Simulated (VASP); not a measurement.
# LaMgO3 (Pm-3m) in VASP: a series of runs

Runs on LaMgO3. Level: LDA. Tasks: single point, relaxation of cell and atoms.

Program: VASP 6.6.1. These are calculated values, not measurements. Logs are shortened: lines on timing, memory, paths and dates and some standing lists are left out, and cuts for length are marked.

**1. The cell of the first run**

Symmetry: Pm-3m, No. 221, cubic system. The conventional cell has a = 3.847 Å, b = 3.847 Å, c = 3.847 Å, α = 90.00°, β = 90.00°, γ = 90.00°. Within 3.6 Å of La (site symmetry m-3m) lie 12 O at 2.72 Å and 8 Mg at 3.33 Å. Within 2.6 Å of Mg (site symmetry m-3m) lie 6 O at 1.92 Å. O (site symmetry 4/mmm) has 2 Mg at 1.92 Å within 2.6 Å.

**2. Single point, LDA**

INCAR reads:

```
ALGO = Normal
EDIFF = 1E-6
ENCUT = 520
ISIF = 2
ISMEAR = -1
LASPH = T
LCHARG = F
LREAL = F
LWAVE = F
NBANDS = 24
NELM = 100
PREC = Accurate
SIGMA = 0.1
```

KPOINTS reads:

```
k-points
0
Gamma
  7 7 7
```

POSCAR reads:

```
LaMgO3
1.0
    3.8470945880      0.0000000000      0.0000000000
    0.0000000000      3.8470945880      0.0000000000
    0.0000000000      0.0000000000      3.8470945880
La Mg O
1 1 3
Direct
    0.0000000000      0.0000000000      0.0000000000
    0.5000000000      0.5000000000      0.5000000000
    0.5000000000      0.5000000000      0.0000000000
    0.5000000000      0.0000000000      0.5000000000
    0.0000000000      0.5000000000      0.5000000000
```

Potentials or basis: VASP PAW LDA potentials, release 64 (La, Mg, O).

Run with:

```
$ cat potpaw_LDA.64/La/POTCAR potpaw_LDA.64/Mg/POTCAR potpaw_LDA.64/O/POTCAR > POTCAR
$ mpirun -np 1 vasp_std > vasp.out
```

OUTCAR:

```text
EDIFF = 1E-6
   ENCUT = 520
   ISIF = 2
   ISMEAR = -1
   LASPH = T
   LREAL = F
   NELM = 100
   PREC = Accurate

 ion  position               nearest neighbor table
   1  0.000  0.000  0.000-   3 2.72   4 2.72   5 2.72   4 2.72   5 2.72   3 2.72   5 2.72   5 2.72
                             3 2.72   4 2.72   4 2.72   3 2.72   2 3.33   2 3.33   2 3.33   2 3.33
   2  0.500  0.500  0.500-   3 1.92   4 1.92   5 1.92   3 1.92   4 1.92   5 1.92   1 3.33   1 3.33
                             1 3.33   1 3.33   1 3.33   1 3.33   1 3.33   1 3.33
   3  0.500  0.500  0.000-   2 1.92   2 1.92   1 2.72   1 2.72   1 2.72   1 2.72
   4  0.500  0.000  0.500-   2 1.92   2 1.92   1 2.72   1 2.72   1 2.72   1 2.72
   5  0.000  0.500  0.500-   2 1.92   2 1.92   1 2.72   1 2.72   1 2.72   1 2.72

  LATTYP: Found a simple cubic cell.
 ALAT       =     3.8470945880

  Lattice vectors:

 A1 = (   3.8470945880,   0.0000000000,   0.0000000000)
 A2 = (   0.0000000000,   3.8470945880,   0.0000000000)
 A3 = (   0.0000000000,   0.0000000000,   3.8470945880)

Analysis of symmetry for initial positions (statically):
=====================================================================
 Subroutine PRICEL returns:
 Original cell was already a primitive cell.

 Routine SETGRP: Setting up the symmetry group for a
 simple cubic supercell.

 Subroutine GETGRP returns: Found 48 space group operations
 (whereof 48 operations were pure point group operations)
 out of a pool of 48 trial point group operations.

The static configuration has the point symmetry O_h .

Analysis of symmetry for dynamics (positions and initial velocities):
=====================================================================
 Subroutine PRICEL returns:
 Original cell was already a primitive cell.

 Routine SETGRP: Setting up the symmetry group for a
 simple cubic supercell.

 Subroutine GETGRP returns: Found 48 space group operations
 (whereof 48 operations were pure point group operations)
 out of a pool of 48 trial point group operations.

The dynamic configuration has the point symmetry O_h .

 Subroutine INISYM returns: Found 48 space group operations
 (whereof 48 operations are pure point group operations),
 and found     1 'primitive' translations

----------------------------------------------------------------------------------------

                                     Primitive cell

  volume of cell :      56.9375

  direct lattice vectors                    reciprocal lattice vectors
     3.847094588  0.000000000  0.000000000     0.259936421  0.000000000  0.000000000
     0.000000000  3.847094588  0.000000000     0.000000000  0.259936421  0.000000000
     0.000000000  0.000000000  3.847094588     0.000000000  0.000000000  0.259936421

  length of vectors
     3.847094588  3.847094588  3.847094588     0.259936421  0.259936421  0.259936421

  position of ions in fractional coordinates (direct lattice)
     0.000000000  0.000000000  0.000000000
     0.500000000  0.500000000  0.500000000
     0.500000000  0.500000000  0.000000000
     0.500000000  0.000000000  0.500000000
     0.000000000  0.500000000  0.500000000

  ion indices of the primitive-cell ions
   primitive index   ion index
                 1           1
                 2           2
                 3           3
                 4           4
                 5           5

----------------------------------------------------------------------------------------

 KPOINTS: k-points

Automatic generation of k-mesh.
 Grid dimensions read from file:
 generate k-points for:    7    7    7

 Generating k-lattice:

  Cartesian coordinates                     Fractional coordinates (reciprocal lattice)
     0.037133774  0.000000000  0.000000000     0.142857143  0.000000000  0.000000000
     0.000000000  0.037133774  0.000000000     0.000000000  0.142857143  0.000000000
     0.000000000  0.000000000  0.037133774     0.000000000  0.000000000  0.142857143

  Length of vectors
     0.037133774  0.037133774  0.037133774

  Shift w.r.t. Gamma in fractional coordinates (k-lattice)
     0.000000000  0.000000000  0.000000000

 Subroutine IBZKPT returns following result:
 ===========================================

 Found     20 irreducible k-points:

 Following reciprocal coordinates:
            Coordinates               Weight
  0.000000  0.000000  0.000000      1.000000
  0.142857  0.000000  0.000000      6.000000
  0.285714  0.000000  0.000000      6.000000
  0.428571  0.000000  0.000000      6.000000
  0.142857  0.142857  0.000000     12.000000
  0.285714  0.142857  0.000000     24.000000
[... 12 lines left out ...]
  0.428571  0.428571  0.285714     24.000000
  0.428571  0.428571  0.428571      8.000000
   k-points           NKPTS =     20   k-points in BZ     NKDIM =     20   number of bands    NBANDS=     24
   number of dos      NEDOS =    301   number of ions     NIONS =      5
   total plane-waves  NPLWV =  27000
   dimension x,y,z NGX =    30 NGY =   30 NGZ =   30
   dimension x,y,z NGXF=    60 NGYF=   60 NGZF=   60
   ions per type =               1   1   3
   NGX,Y,Z   is equivalent  to a cutoff of  12.96, 12.96, 12.96 a.u.
   NGXF,Y,Z  is equivalent  to a cutoff of  25.93, 25.93, 25.93 a.u.
 SYSTEM =  unknown system
   PREC   = accura    normal or accurate (medium, high low for compatibility)
   ISTART =      0    job   : 0-new  1-cont  2-samecut
   ICHARG =      2    charge: 1-file 2-atom 10-const
   ISPIN  =      1    spin polarized calculation?
   LNONCOLLINEAR =      F non collinear calculations
   LSORBIT =      F    spin-orbit coupling
   LASPH  =      T    aspherical Exc in radial PAW
   ENCUT  =  520.0 eV  38.22 Ry    6.18 a.u.   7.15  7.15  7.15*2*pi/ulx,y,z
   NELM   =    100;   NELMIN=  2; NELMDL= -5     # of ELM steps
   EDIFF  = 0.1E-05   stopping-criterion for ELM
   LREAL  =      F    real-space projection
   EDIFFG = 0.1E-04   stopping-criterion for IOM
   NSW    =      0    number of steps for IOM
   IBRION =     -1    ionic relax: 0-MD 1-quasi-New 2-CG
   NFREE  =      0    steps in history (QN), initial steepest desc. (CG)
   ISIF   =      2    stress and relaxation
   ISYM   =      2    0-nonsym 1-usesym 2-fastsym
   POTIM  = 0.5000    time-step for ionic-motion
   TEBEG  =    0.0;   TEEND  =   0.0 temperature during run
   PSTRESS=    0.0 pullay stress
   NELECT =      31.0000    total number of electrons
   NUPDOWN=      -1.0000    fix difference up-down
   EMIN   =  10.00;   EMAX   =-10.00  energy-range for DOS
   EFERMI =   0.00;   METHOD = LEGACY
   ISMEAR =    -1;   SIGMA  =   0.10  broadening in eV -4-tet -1-fermi 0-gaus
   EFERMI_NEDOS =   21; number of points for ismear=-14 and -15
   IALGO  =     38    algorithm
   IMIX   =      4    mixing-type and parameters
     AMIX     =   0.40;   BMIX     =  1.00
     AMIX_MAG =   1.60;   BMIX_MAG =  1.00
  volume/ion in A,a.u.               =      11.39        76.85
  Fermi-wavevector in a.u.,A,eV,Ry     =   1.336788  2.526163 24.313640  1.787002
  Thomas-Fermi vector in A             =   2.465387
   LORBIT       =      0    0 simple, 1 ext, 2 COOP (PROOUT), +10 PAW based schemes
   GGA     = CA    functional components
   LHFCALC =     F    Hartree Fock is set to
   AEXX    =    0.0000 exact exchange contribution
   IVDW    =     0    specifies the selected vdW correction
   LEPSILON=     F    determine dielectric tensor
   LRPA    =     F    only Hartree local field effects (RPA)
 non-spin polarized calculation
  energy-cutoff  :      520.00
  volume of cell :       56.94
 maximum number of plane-waves:      1551
 NGX is ok and might be reduce to    30
   NGX = 15   NGY = 15   NGZ = 15

 number of electron      31.0000023 magnetization

 Free energy of the ion-electron system (eV)
  ---------------------------------------------------
  ext. energy  EPLUGINS =         0.00000000
  ---------------------------------------------------
  free energy    TOTEN  =       -38.10296776 eV

  energy without entropy =      -37.95729028  energy(sigma->0) =      -38.03012902

 E-fermi :   5.7929     XC(G=0): -11.9079

 val. band max:        5.7665770722   @ k =   0.4286   0.4286   0.4286
 cond. band min:       5.8095763682   @ k =   0.2857   0.2857   0.1429
 fundamental gap:      0.0429992961
 Fermi energy:         5.7928911573

 k-point     1 :       0.0000    0.0000    0.0000
  band No.  band energies     occupation
      1     -24.4887      2.00000
      2     -11.1289      2.00000
      3      -9.4781      2.00000
      4      -9.4781      2.00000
      5      -8.0565      2.00000
      6      -8.0565      2.00000
[... 16 lines left out ...]
     23      10.5837      0.00000
     24      10.5837      0.00000

 k-point     2 :       0.1429    0.0000    0.0000
  band No.  band energies     occupation
      1     -24.4747      2.00000
      2     -11.2165      2.00000
      3      -9.6987      2.00000
      4      -9.4658      2.00000
      5      -8.0310      2.00000
      6      -8.0310      2.00000
[... 16 lines left out ...]
     23      10.5138      0.00000
     24      10.5138      0.00000

 k-point     3 :       0.2857    0.0000    0.0000
  band No.  band energies     occupation
      1     -24.4431      2.00000
      2     -11.4594      2.00000
      3      -9.9233      2.00000
      4      -9.4386      2.00000
      5      -7.9726      2.00000
      6      -7.9726      2.00000
[... 16 lines left out ...]
     23      10.4668      0.00000
     24      11.1457      0.00000
[... 406 lines left out ...]
 k-point    19 :       0.4286    0.4286    0.2857
  band No.  band energies     occupation
      1     -24.3211      2.00000
      2     -10.6134      2.00000
      3     -10.3734      2.00000
      4      -9.9790      2.00000
      5      -8.3514      2.00000
      6      -8.0453      2.00000
[... 16 lines left out ...]
     23      10.4497      0.00000
     24      12.1636      0.00000

 k-point    20 :       0.4286    0.4286    0.4286
  band No.  band energies     occupation
      1     -24.3016      2.00000
      2     -10.2991      2.00000
      3     -10.0552      2.00000
      4     -10.0552      2.00000
      5      -8.4977      2.00000
      6      -8.4977      2.00000
[... 16 lines left out ...]
     23      10.5191      0.00000
     24      11.8148      0.00000

------------------------ aborting loop because EDIFF is reached ----------------------------------------

  FORCE on cell =-STRESS in cart. coord.  units (eV):
  Direction    XX          YY          ZZ          XY          YZ          ZX
  --------------------------------------------------------------------------------------
  -------------------------------------------------------------------------------------
  Total       -0.1895572     -0.1895572     -0.1895572      0.0000000      0.0000000      0.0000000
  in kB       -5.3339910     -5.3339910     -5.3339910      0.0000000      0.0000000      0.0000000
  external PRESSURE =      -5.3339910 kB  Pullay stress =       0.0000000 kB

 VOLUME and BASIS-vectors are now :
 -----------------------------------------------------------------------------
  energy-cutoff  :      520.00
  volume of cell :       56.94
      direct lattice vectors                 reciprocal lattice vectors
     3.847094588  0.000000000  0.000000000     0.259936421  0.000000000  0.000000000
     0.000000000  3.847094588  0.000000000     0.000000000  0.259936421  0.000000000
     0.000000000  0.000000000  3.847094588     0.000000000  0.000000000  0.259936421

 POSITION                                       TOTAL-FORCE (eV/Angst)
 -----------------------------------------------------------------------------------
      0.00000      0.00000      0.00000         0.000000      0.000000      0.000000
      1.92355      1.92355      1.92355         0.000000      0.000000      0.000000
      1.92355      1.92355      0.00000         0.000000      0.000000      0.000000
      1.92355      0.00000      1.92355         0.000000      0.000000      0.000000
      0.00000      1.92355      1.92355         0.000000      0.000000      0.000000
 -----------------------------------------------------------------------------------
    total drift:                                0.000000      0.000000     -0.000000

  FREE ENERGIE OF THE ION-ELECTRON SYSTEM (eV)
  ---------------------------------------------------
  free  energy   TOTEN  =       -38.1029677647 eV

  energy  without entropy=      -37.9572902765  energy(sigma->0) =      -38.03012902
```

Run time: 30 s. Hardware: 1 thread of AMD EPYC 9R45 (Zen 5), shared host; peak memory 0.14 GiB.

Results:

```yaml
Free_energy: -38.1030 eV
Pressure: -0.5 GPa
```

Levels at points of the mesh, in eV from the Fermi level:
```csv
k point,band 11,band 12,band 13,band 14,band 15,band 16,band 17,band 18,band 19,band 20
"(0.00, 0.00, 0.00)",-1.19,-1.19,-1.19,0.28,0.28,0.28,3.51,3.51,4.37,4.58
```

Caveat: spin-orbit coupling is left out, which moves the levels of the heavy elements; an odd number of electrons without spin polarisation forces a metal; a magnetic or distorted state may lie lower.

**3. Single point, LDA**

This run uses another cell than the first one, of 11.25 Å³/atom, 0.988 times its volume.

INCAR reads:

```
PREC = Accurate
ENCUT = 520
EDIFF = 1E-7
ISMEAR = -1
SIGMA = 0.1
LREAL = False
LASPH = True
NELM = 80
ALGO = Normal
ISIF = 2
LWAVE = False
LCHARG = False
GGA = CA
NBANDS = 24
```

KPOINTS reads:

```
regular mesh
0
Gamma
  7 7 7
```

Changes to POSCAR since step 2:

```diff
@@ -2,5 +2,5 @@
 1.0
-    3.8470945880      0.0000000000      0.0000000000
-    0.0000000000      3.8470945880      0.0000000000
-    0.0000000000      0.0000000000      3.8470945880
+    3.8317649631      0.0000000000      0.0000000000
+    0.0000000000      3.8317649631      0.0000000000
+    0.0000000000      0.0000000000      3.8317649631
 La Mg O
```

Potentials or basis: VASP PAW LDA potentials, release 64 (La, Mg, O).

Run with:

```
$ cat potpaw_LDA.64/La/POTCAR potpaw_LDA.64/Mg/POTCAR potpaw_LDA.64/O/POTCAR > POTCAR
$ mpirun -np 1 vasp_std > vasp.out
```

Run time: 26 s. Hardware: 1 thread of AMD EPYC 9R45 (Zen 5), shared host; peak memory 0.13 GiB.

Results (log left out):

```
Free energy : -38.1002 eV
Pressure    : 1.5 GPa
```

Levels at points of the mesh, in eV from the Fermi level:
```tsv
k point	band 12	band 13	band 14	band 15	band 16	band 17	band 18	band 19
(0.00, 0.00, 0.00)	-1.22	-1.22	0.29	0.29	0.29	3.53	3.53	4.44
```

Caveat: spin-orbit coupling is left out, which moves the levels of the heavy elements; an odd number of electrons without spin polarisation forces a metal; a magnetic or distorted state may lie lower.

**4. Relaxation of cell and atoms, LDA**

This run uses another cell than the first one, of 12.29 Å³/atom, 1.079 times its volume.

INCAR reads:

```
SYSTEM = LaMgO3
PREC     = Accurate       ! precision mode
ENCUT    = 600            ! plane-wave cutoff, eV
EDIFF    = 1E-6           ! SCF threshold, eV
ISMEAR   = -1             ! smearing method
SIGMA    = 0.1            ! smearing width, eV
LREAL    = .FALSE.        ! projectors in reciprocal space
LASPH    = .TRUE.         ! aspherical terms in the spheres
NELM     = 100            ! most SCF steps
ALGO     = Normal         ! electronic algorithm
ISIF     = 3              ! what is computed and relaxed
LWAVE    = .FALSE.        ! write WAVECAR
LCHARG   = .FALSE.        ! write CHGCAR
GGA      = CA             ! functional
IBRION   = 2              ! ionic algorithm
NSW      = 100            ! ionic steps
EDIFFG   = -0.01          ! ionic threshold
```

KPOINTS reads:

```
regular mesh
0
G
  7 7 7
  0 0 0
```

Changes to POSCAR since step 3:

```diff
@@ -2,5 +2,5 @@
 1.0
-    3.8317649631      0.0000000000      0.0000000000
-    0.0000000000      3.8317649631      0.0000000000
-    0.0000000000      0.0000000000      3.8317649631
+    3.9457890000      0.0000000000      0.0000000000
+    0.0000000000      3.9457890000      0.0000000000
+    0.0000000000      0.0000000000      3.9457890000
 La Mg O
```

Run with:

```
$ cat potpaw_LDA.64/La/POTCAR potpaw_LDA.64/Mg/POTCAR potpaw_LDA.64/O/POTCAR > POTCAR
$ mpirun -np 1 vasp_std > vasp.out
```

Wall time 64 s (1 thread of AMD EPYC 9R45 (Zen 5), shared host); peak memory 0.16 GiB.

It converged, with:

```yaml
Free_energy: -38.1212 eV
Relaxed_volume: 11.34 Å³/atom
Relaxed_cell: a = 3.841 Å, b = 3.841 Å, c = 3.841 Å, α = 90.00°, β = 90.00°, γ = 90.00°
Space_group_after_relaxing_to_0.05_Å: Pm-3m (No. 221)
Energy_gained_by_relaxing: 36.0 meV/atom
Ionic_steps: 3
Pressure_after_relaxing: 0.0 GPa
```

Step by step:
```tsv
step	energy change (eV)	largest force (eV/Å)	pressure (GPa)	volume (Å³)
1	0.0000	0.0000	-11.26	61.43
2	-0.1130	0.0000	8.62	54.07
3	-0.1799	0.0000	-0.05	56.68
```

Final structure:
```
La Mg O
1.0
     3.84127    0.00000    0.00000
     0.00000    3.84127    0.00000
     0.00000    0.00000    3.84127
La Mg O
1 1 3
Direct
  0.00000 0.00000 0.00000
  0.50000 0.50000 0.50000
  0.50000 0.50000 0.00000
  0.50000 0.00000 0.50000
  0.00000 0.50000 0.50000
```

Levels at points of the mesh, in eV from the Fermi level:
```
           k point  band 11  band 12  band 13  band 14  band 15  band 16  band 17  band 18  band 19
(0.00, 0.00, 0.00)    -1.20    -1.20    -1.20     0.28     0.28     0.28     3.52     3.52     4.40
```

Caveat: spin-orbit coupling is left out, which moves the levels of the heavy elements; an odd number of electrons without spin polarisation forces a metal; a magnetic or distorted state may lie lower.

**5. Relaxation of cell and atoms, LDA, target pressure 2 GPa, at which the enthalpy is minimised**

This run uses another cell than the first one, of 12.29 Å³/atom, 1.079 times its volume.

INCAR reads:

```
  PREC = Accurate
  ENCUT = 600
  EDIFF = 1E-6
  ISMEAR = -1
  SIGMA = 0.1
  LREAL = False
  LASPH = True
  NELM = 60
  ALGO = Normal
  ISIF = 3
  LWAVE = False
  LCHARG = False
  GGA = CA
  IBRION = 2
  NSW = 100
  EDIFFG = -0.01
  PSTRESS = 20.0
```

KPOINTS reads:

```
regular mesh
0
Gamma
  7 7 7
```

POSCAR is that of step 4.

Run with:

```
$ cat potpaw_LDA.64/La/POTCAR potpaw_LDA.64/Mg/POTCAR potpaw_LDA.64/O/POTCAR > POTCAR
$ mpirun -np 1 vasp_std > vasp.out
```

It took 62 s on 1 thread of AMD EPYC 9R45 (Zen 5), shared host; peak memory 0.16 GiB.

Results (log left out):

```
Free energy                                            : -38.1175 eV
Relaxed volume                                         : 11.21 Å³/atom
Relaxed cell                                           : a = 3.827 Å, b = 3.827 Å, c = 3.827 Å, α = 90.00°, β = 90.00°, γ = 90.00°
Space group after relaxing (to 0.05 Å)                 : Pm-3m (No. 221)
Energy change on relaxing (the enthalpy is what falls) : -35.2 meV/atom
Ionic steps                                            : 3
Pressure after relaxing                                : 1.9 GPa
```

The path:
```
step  energy change (eV)  largest force (eV/Å)  pressure (GPa)  volume (Å³)
   1              0.0000                0.0000          -11.26        61.43
   2             -0.0272                0.0000           13.60        52.83
   3             -0.1762                0.0000            1.92        56.03
```

Final structure:
```yaml
crystal:
  lattice:
    - [3.82657, 0.00000, 0.00000]
    - [0.00000, 3.82657, 0.00000]
    - [0.00000, 0.00000, 3.82657]
  atoms:
    - { symbol: La, position: [0.00000, 0.00000, 0.00000] }
    - { symbol: Mg, position: [0.50000, 0.50000, 0.50000] }
    - { symbol: O, position: [0.50000, 0.50000, 0.00000] }
    - { symbol: O, position: [0.50000, 0.00000, 0.50000] }
    - { symbol: O, position: [0.00000, 0.50000, 0.50000] }
```

Levels at points of the mesh, in eV from the Fermi level:
```csv
k point,band 12,band 13,band 14,band 15,band 16,band 17,band 18,band 19
"(0.00, 0.00, 0.00)",-1.23,-1.23,0.29,0.29,0.29,3.54,3.54,4.46
```

Caveat: the cell is relaxed towards a set pressure, so the enthalpy falls and the energy may rise; spin-orbit coupling is left out, which moves the levels of the heavy elements; an odd number of electrons without spin polarisation forces a metal; a magnetic or distorted state may lie lower.

(Continued in part 2 of 2.)
